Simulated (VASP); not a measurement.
# SiC (I-4m2) in VASP: single point with r2SCAN

Aim: the single point of SiC with r2SCAN.

Everything below comes from runs of VASP 6.6.1. Logs are shortened: lines on timing, memory, paths and dates and some standing lists are left out, and cuts for length are marked.

## Step 1: The cell of the first run

It takes space group I-4m2 (No. 119, tetragonal). The conventional cell has a = 3.075 Å, b = 3.075 Å, c = 4.087 Å, α = 90.00°, β = 90.00°, γ = 90.00°. Si (site symmetry -4m2) has 4 C at 1.85 Å within 2.4 Å. Within 2.4 Å of C (site symmetry -4m2) lie 4 Si at 1.85 Å.

## Step 2: Single point, r2SCAN (strain -0.0600 x Voigt [0, 1, 0, 0, 0, 0])

Input file POSCAR:

```
SiC
1.0
    0.0000000000      2.0435600000      2.1740000000
    2.1740000000      0.0000000000      2.1740000000
    2.1740000000      2.0435600000      0.0000000000
Si C
1 1
Direct
    0.0000000000      0.0000000000      0.0000000000
    0.7500000000      0.7500000000      0.7500000000
```

Input file INCAR.step1:

```
SYSTEM = SiC
ALGO     = Normal         ! electronic algorithm
EDIFF    = 1E-4           ! SCF threshold, eV
ENCUT    = 520            ! plane-wave cutoff, eV
GGA      = PE             ! functional
ISMEAR   = 0              ! smearing method
LASPH    = .TRUE.         ! aspherical terms in the spheres
LCHARG   = .FALSE.        ! write CHGCAR
LREAL    = .FALSE.        ! projectors in reciprocal space
LWAVE    = .TRUE.         ! write WAVECAR
NBANDS   = 11             ! bands
NELM     = 60             ! most SCF steps
PREC     = Accurate       ! precision mode
SIGMA    = 0.05           ! smearing width, eV
```

Input file INCAR.step2:

```
SYSTEM = SiC
ALGO     = Normal         ! electronic algorithm
EDIFF    = 1E-7           ! SCF threshold, eV
ENCUT    = 520            ! plane-wave cutoff, eV
ISIF     = 2              ! what is computed and relaxed
ISMEAR   = 0              ! smearing method
ISTART   = 1            
LASPH    = .TRUE.         ! aspherical terms in the spheres
LCHARG   = .TRUE.         ! write CHGCAR
LELF     = .TRUE.         ! ELF
LMIXTAU  = .TRUE.       
LREAL    = .FALSE.        ! projectors in reciprocal space
LVHAR    = .TRUE.       
LWAVE    = .FALSE.        ! write WAVECAR
METAGGA  = R2SCAN         ! meta-GGA
NBANDS   = 11             ! bands
NELM     = 60             ! most SCF steps
PREC     = Accurate       ! precision mode
SIGMA    = 0.05           ! smearing width, eV
```

Input file KPOINTS:

```
k-points
0
G
  12 12 12
  0 0 0
```

Potentials or basis: VASP PAW PBE potentials, release 64 (Si, C).

The run is started by

```
$ cat potpaw_PBE.64/Si/POTCAR potpaw_PBE.64/C/POTCAR > POTCAR
$ cp INCAR.step1 INCAR
$ mpirun -np 1 vasp_std > vasp.out
$ cp INCAR.step2 INCAR
$ mpirun -np 1 vasp_std > vasp.out
```

OUTCAR:

```text
SYSTEM = SiC
   EDIFF = 1E-7
   ENCUT = 520
   ISIF = 2
   ISMEAR = 0
   ISTART = 1
   LASPH = .TRUE.
   LREAL = .FALSE.
   METAGGA = R2SCAN
   NELM = 60
   PREC = Accurate

 ion  position               nearest neighbor table
   1  0.000  0.000  0.000-   2 1.85   2 1.85   2 1.85   2 1.85
   2  0.750  0.750  0.750-   1 1.85   1 1.85   1 1.85   1 1.85

  LATTYP: Found a body centered tetragonal cell.
 ALAT       =     3.0745002846
 C/A-ratio  =     1.3293607486

  Lattice vectors:

 A1 = (   0.0000000000,  -2.0435600000,   2.1740000000)
 A2 = (   0.0000000000,  -2.0435600000,  -2.1740000000)
 A3 = (   2.1740000000,   2.0435600000,   0.0000000000)

Analysis of symmetry for initial positions (statically):
=====================================================================
 Subroutine PRICEL returns:
 Original cell was already a primitive cell.

 Routine SETGRP: Setting up the symmetry group for a
 body centered tetragonal supercell.

 Subroutine GETGRP returns: Found  8 space group operations
 (whereof  8 operations were pure point group operations)
 out of a pool of 16 trial point group operations.

The static configuration has the point symmetry D_2d.

Analysis of symmetry for dynamics (positions and initial velocities):
=====================================================================
 Subroutine PRICEL returns:
 Original cell was already a primitive cell.

 Routine SETGRP: Setting up the symmetry group for a
 body centered tetragonal supercell.

 Subroutine GETGRP returns: Found  8 space group operations
 (whereof  8 operations were pure point group operations)
 out of a pool of 16 trial point group operations.

The dynamic configuration has the point symmetry D_2d.

 Subroutine INISYM returns: Found  8 space group operations
 (whereof  8 operations are pure point group operations),
 and found     1 'primitive' translations

----------------------------------------------------------------------------------------

                                     Primitive cell

  volume of cell :      19.3169

  direct lattice vectors                    reciprocal lattice vectors
     0.000000000  2.043560000  2.174000000    -0.229990800  0.244671064  0.229990800
     2.174000000  0.000000000  2.174000000     0.229990800 -0.244671064  0.229990800
     2.174000000  2.043560000  0.000000000     0.229990800  0.244671064 -0.229990800

  length of vectors
     2.983691250  3.074500285  2.983691250     0.407007944  0.407007944  0.407007944

  position of ions in fractional coordinates (direct lattice)
     0.000000000  0.000000000  0.000000000
     0.750000000  0.750000000  0.750000000

  ion indices of the primitive-cell ions
   primitive index   ion index
                 1           1
                 2           2

----------------------------------------------------------------------------------------

 KPOINTS: k-points

Automatic generation of k-mesh.
 Grid dimensions read from file:
 generate k-points for:   12   12   12

 Generating k-lattice:

  Cartesian coordinates                     Fractional coordinates (reciprocal lattice)
    -0.019165900  0.020389255  0.019165900     0.083333333  0.000000000 -0.000000000
     0.019165900 -0.020389255  0.019165900     0.000000000  0.083333333  0.000000000
     0.019165900  0.020389255 -0.019165900    -0.000000000  0.000000000  0.083333333

  Length of vectors
     0.033917329  0.033917329  0.033917329

  Shift w.r.t. Gamma in fractional coordinates (k-lattice)
     0.000000000  0.000000000  0.000000000

 Subroutine IBZKPT returns following result:
 ===========================================

 Found    163 irreducible k-points:

 Following reciprocal coordinates:
            Coordinates               Weight
  0.000000  0.000000  0.000000      1.000000
  0.083333  0.000000  0.000000      8.000000
  0.166667  0.000000 -0.000000      8.000000
  0.250000  0.000000  0.000000      8.000000
  0.333333  0.000000  0.000000      8.000000
  0.416667  0.000000 -0.000000      8.000000
[... 16 lines left out ...]
  0.500000  0.166667 -0.000000     16.000000
 -0.416667  0.166667  0.000000     16.000000
 [... further k-points ...]
   k-points           NKPTS =    163   k-points in BZ     NKDIM =    163   number of bands    NBANDS=     11
   number of dos      NEDOS =    301   number of ions     NIONS =      2
   total plane-waves  NPLWV =  13824
   dimension x,y,z NGX =    24 NGY =   24 NGZ =   24
   dimension x,y,z NGXF=    48 NGYF=   48 NGZF=   48
   ions per type =               1   1
   NGX,Y,Z   is equivalent  to a cutoff of  13.37, 12.98, 13.37 a.u.
   NGXF,Y,Z  is equivalent  to a cutoff of  26.74, 25.95, 26.74 a.u.
 SYSTEM =  SiC
   PREC   = accura    normal or accurate (medium, high low for compatibility)
   ISTART =      1    job   : 0-new  1-cont  2-samecut
   ICHARG =      0    charge: 1-file 2-atom 10-const
   ISPIN  =      1    spin polarized calculation?
   LNONCOLLINEAR =      F non collinear calculations
   LSORBIT =      F    spin-orbit coupling
   LASPH  =      T    aspherical Exc in radial PAW
   ENCUT  =  520.0 eV  38.22 Ry    6.18 a.u.   5.55  5.72  5.55*2*pi/ulx,y,z
   NELM   =     60;   NELMIN=  2; NELMDL=  0     # of ELM steps
   EDIFF  = 0.1E-06   stopping-criterion for ELM
   LREAL  =      F    real-space projection
   EDIFFG = 0.1E-05   stopping-criterion for IOM
   NSW    =      0    number of steps for IOM
   IBRION =     -1    ionic relax: 0-MD 1-quasi-New 2-CG
   NFREE  =      0    steps in history (QN), initial steepest desc. (CG)
   ISIF   =      2    stress and relaxation
   ISYM   =      2    0-nonsym 1-usesym 2-fastsym
   POTIM  = 0.5000    time-step for ionic-motion
   TEBEG  =    0.0;   TEEND  =   0.0 temperature during run
   PSTRESS=    0.0 pullay stress
   NELECT =       8.0000    total number of electrons
   NUPDOWN=      -1.0000    fix difference up-down
   EMIN   =  10.00;   EMAX   =-10.00  energy-range for DOS
   EFERMI =   0.00;   METHOD = LEGACY
   ISMEAR =     0;   SIGMA  =   0.05  broadening in eV -4-tet -1-fermi 0-gaus
   EFERMI_NEDOS =   21; number of points for ismear=-14 and -15
   IALGO  =     38    algorithm
   IMIX   =      4    mixing-type and parameters
     AMIX     =   0.40;   BMIX     =  1.00
     AMIX_MAG =   1.60;   BMIX_MAG =  1.00
  volume/ion in A,a.u.               =       9.66        65.18
  Fermi-wavevector in a.u.,A,eV,Ry     =   1.220280  2.305994 20.260193  1.489082
  Thomas-Fermi vector in A             =   2.355502
   LORBIT       =      0    0 simple, 1 ext, 2 COOP (PROOUT), +10 PAW based schemes
   METAGGA = R2SCAN    functional components
   LHFCALC =     F    Hartree Fock is set to
   AEXX    =    0.0000 exact exchange contribution
   IVDW    =     0    specifies the selected vdW correction
   LEPSILON=     F    determine dielectric tensor
   LRPA    =     F    only Hartree local field effects (RPA)
 non-spin polarized calculation
 Gauss-broadening in eV      SIGMA  =   0.05
  energy-cutoff  :      520.00
  volume of cell :       19.32
 maximum number of plane-waves:       534
 NGX is ok and might be reduce to    24
   NGX = 11   NGY = 11   NGZ = 11

 number of electron       7.9999999 magnetization

 Free energy of the ion-electron system (eV)
  ---------------------------------------------------
  ext. energy  EPLUGINS =         0.00000000
  ---------------------------------------------------
  free energy    TOTEN  =       -19.21883774 eV

  energy without entropy =      -19.21883774  energy(sigma->0) =      -19.21883774

 E-fermi :   9.3714     XC(G=0): -12.2493

 val. band max:        9.0533487081   @ k =   0.0000   0.0000   0.0000
 cond. band min:      10.0755904412   @ k =   0.5000   0.0000   0.5000
 fundamental gap:      1.0222417331
 Fermi energy:         9.3713985053

 k-point     1 :       0.0000    0.0000    0.0000
  band No.  band energies     occupation
      1      -7.9625      2.00000
      2       8.6525      2.00000
      3       8.6525      2.00000
      4       9.0533      2.00000
      5      16.4658      0.00000
      6      17.0522      0.00000
      7      17.2323      0.00000
      8      17.2323      0.00000
      9      23.3970      0.00000
     10      25.2065      0.00000
     11      26.9005      0.00000

 k-point     2 :       0.0833    0.0000    0.0000
  band No.  band energies     occupation
      1      -7.8137      2.00000
      2       7.9938      2.00000
      3       8.5286      2.00000
      4       8.8736      2.00000
      5      16.5943      0.00000
      6      17.2067      0.00000
      7      17.4011      0.00000
      8      17.5745      0.00000
      9      22.7867      0.00000
     10      24.1953      0.00000
     11      27.1376      0.00000

 k-point     3 :       0.1667    0.0000   -0.0000
  band No.  band energies     occupation
      1      -7.3716      2.00000
      2       6.2666      2.00000
      3       8.2215      2.00000
      4       8.6509      2.00000
      5      16.2807      0.00000
      6      17.6159      0.00000
      7      17.7517      0.00000
      8      18.6303      0.00000
      9      22.2999      0.00000
     10      23.1528      0.00000
     11      26.4728      0.00000
[... 267 lines left out ...]
 k-point    23 :       0.5000    0.1667   -0.0000
  band No.  band energies     occupation
      1      -3.9635      2.00000
      2       0.4620      2.00000
      3       5.5680      2.00000
      4       7.1326      2.00000
      5      14.5307      0.00000
      6      17.3217      0.00000
      7      19.2791      0.00000
      8      21.0627      0.00000
      9      24.4678      0.00000
     10      27.6589      0.00000
     11      29.1522      0.00000

 k-point    24 :      -0.4167    0.1667    0.0000
  band No.  band energies     occupation
      1      -3.7064      2.00000
      2       0.1263      2.00000
      3       5.2345      2.00000
      4       7.3832      2.00000
      5      14.9184      0.00000
      6      17.1792      0.00000
      7      18.9956      0.00000
      8      21.4345      0.00000
      9      25.0698      0.00000
     10      26.1712      0.00000
     11      28.8229      0.00000

 [... further k-points ...]

------------------------ aborting loop because EDIFF is reached ----------------------------------------

  FORCE on cell =-STRESS in cart. coord.  units (eV):
  Direction    XX          YY          ZZ          XY          YZ          ZX
  --------------------------------------------------------------------------------------
  -------------------------------------------------------------------------------------
  Total        1.4235678      3.2582240      1.4235678      0.0000000     -0.0000000      0.0000000
  in kB      118.0734508    270.2433765    118.0734508      0.0000000     -0.0000000      0.0000000
  external PRESSURE =     168.7967594 kB  Pullay stress =       0.0000000 kB

 VOLUME and BASIS-vectors are now :
 -----------------------------------------------------------------------------
  energy-cutoff  :      520.00
  volume of cell :       19.32
      direct lattice vectors                 reciprocal lattice vectors
     0.000000000  2.043560000  2.174000000    -0.229990800  0.244671064  0.229990800
     2.174000000  0.000000000  2.174000000     0.229990800 -0.244671064  0.229990800
     2.174000000  2.043560000  0.000000000     0.229990800  0.244671064 -0.229990800

 POSITION                                       TOTAL-FORCE (eV/Angst)
 -----------------------------------------------------------------------------------
      0.00000      0.00000      0.00000         0.000000      0.000000      0.000000
      3.26100      3.06534      3.26100        -0.000000     -0.000000     -0.000000
 -----------------------------------------------------------------------------------
    total drift:                               -0.000000      0.000001     -0.000000

  FREE ENERGIE OF THE ION-ELECTRON SYSTEM (eV)
  ---------------------------------------------------
  free  energy   TOTEN  =       -19.2188377427 eV

  energy  without entropy=      -19.2188377427  energy(sigma->0) =      -19.21883774
```

Wall time 2.1 min (1 thread of AMD EPYC 7R13 (Zen 3), shared host); peak memory 0.13 GiB.

What came out:

```yaml
Free_energy: -19.2188 eV
Pressure: 16.9 GPa
Band_gap_on_the_k_mesh: 1.02 eV (least direct gap 5.07 eV)
```

Caveat: the cell differs from its parent crystal (strain -0.0600 x Voigt [0, 1, 0, 0, 0, 0]); the cell stands under pressure; the PAW data sets were made with another functional, which shifts forces and pressure a little.
